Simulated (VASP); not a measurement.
Write the native input for VASP 6.6.1 that does the following.

- Task: single point
- Functional: PBE
- Potentials or basis: VASP PAW PBE potentials, release 64 (Ge_d)
- Cutoff: 500 eV
- k mesh: 10 × 10 × 10
- Occupations: tetrahedron
- Spin: no spin polarisation
- Dipole correction: no
- Further INCAR settings: ALGO = Normal; EDIFF = 1e-06; NBANDS = 13

The structure of Ge lies in POSCAR:

```
Ge
1.0
    0.0000000000      2.0983605250      2.0983605250
    2.0983605250      0.0000000000      2.0983605250
    2.0983605250      2.0983605250      0.0000000000
Ge
1
Direct
    0.0000000000      0.0000000000      0.0000000000
```

These files were run (other wordings do the same):

INCAR

```
PREC = Accurate
ENCUT = 500
EDIFF = 1E-6
ISMEAR = -5
SIGMA = 0.1
LREAL = False
LASPH = True
NELM = 120
ALGO = Normal
ISIF = 2
LWAVE = False
LCHARG = False
GGA = PE
NBANDS = 13
GGA_COMPAT = False
```

KPOINTS

```
regular mesh
0
Gamma
  10 10 10
```

Potentials or basis: VASP PAW PBE potentials, release 64 (Ge_d).

Run with:

```console
$ cat potpaw_PBE.64/Ge_d/POTCAR > POTCAR
$ mpirun -np 1 vasp_std > vasp.out
```

It gave:

```json
{
  "Pressure": "4.5 GPa",
  "Band gap on the k mesh": "zero (band 7 reaches 16.23 eV, above the bottom of band 8 at 4.69 eV)"
}
```

Caveat: tetrahedron occupations give inexact forces and stress in metals.

It took 12 s on 1 thread of AMD EPYC 7R43 64-Core Processor (Zen 3), with other jobs on the host, peak memory 0.11 GiB.
